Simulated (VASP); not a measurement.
A run of VASP 6.6.1 is set up as follows.

INCAR

```
SYSTEM = B
PREC = Accurate ; ENCUT = 520
EDIFF = 1E-6 ; ISMEAR = 0
SIGMA = 0.15 ; LREAL = .FALSE.
LASPH = .TRUE. ; NELM = 60
ALGO = Normal ; ISIF = 2
LWAVE = .FALSE. ; LCHARG = .TRUE.
GGA = PS ; LELF = .TRUE.
LVHAR = .TRUE. ; NBANDS = 8
```

KPOINTS

```
Automatic mesh
0
G
  33 33 14
  0 0 0
```

The input POSCAR:

```
B
1.0
    1.6768970722      0.0000000000      0.0000000000
   -0.8384485361      1.4522354640      0.0000000000
    0.0000000000      0.0000000000      3.6354228500
B
1
Direct
    0.0000000000      0.0000000000      0.0000000000
```

Potentials or basis: VASP PAW PBE potentials, release 64 (B).

The run is started by

```sh
$ cat potpaw_PBE.64/B/POTCAR > POTCAR
$ mpirun -np 1 vasp_std > vasp.out
```

Task: Estimate the pressure.

Result: 10.9 GPa.

Stress tensor (GPa, compression positive):
```
16.71  0.00  0.00
 0.00 16.71  0.00
 0.00  0.00 -0.73
```

Caveat: the cell differs from its parent crystal (strain -0.015 along x and y, +0.000 along z); the PAW data sets were made with another functional, which shifts forces and pressure a little.
